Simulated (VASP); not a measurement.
Write the native input for VASP 6.6.1 that does the following.

```yaml
Task: single point
Functional: PBE
Potentials_or_basis: VASP PAW PBE potentials, release 64 (Re)
Cutoff: 520 eV
k_mesh: 6 × 6 × 4
Occupations: fermi-dirac, width 0.05 eV
Spin: no spin polarisation
Dipole_correction: no
Further_INCAR_settings: ALGO = Fast; EDIFF = 1e-07; NBANDS = 14
```

The structure of Re lies in POSCAR:

```
Re
1.0
    2.7608000000      0.0000000000      0.0000000000
   -1.3804000000      2.3909229348      0.0000000000
    0.0000000000      0.0000000000      4.4582000000
Re
2
Direct
    0.6666666667      0.3333333333      0.7500000000
    0.3333333333      0.6666666667      0.2500000000
```

The input as run:

INCAR

```
PREC = Accurate ; ENCUT = 520
EDIFF = 1E-7 ; ISMEAR = -1
SIGMA = 0.05 ; LREAL = F
LASPH = T ; NELM = 60
ALGO = Fast ; ISIF = 2
LWAVE = F ; LCHARG = F
GGA = PE ; NBANDS = 14
```

KPOINTS

```
regular mesh
0
Gamma
  6 6 4
```

Potentials or basis: VASP PAW PBE potentials, release 64 (Re).

Run with:

```console
$ cat potpaw_PBE.64/Re/POTCAR > POTCAR
$ mpirun -np 1 vasp_std > vasp.out
```

It gave:

- Pressure: 6.0 GPa
- Band gap on the k mesh: zero (band 7 reaches 8.97 eV, above the bottom of band 8 at 6.18 eV)

Caveat: the k points lie up to 0.44 Å⁻¹ apart; spin-orbit coupling is left out, which moves the levels of the heavy elements.

Run time: 8.9 s on 1 thread of Intel Xeon 6975P-C, on a shared host, peak memory 0.15 GiB.
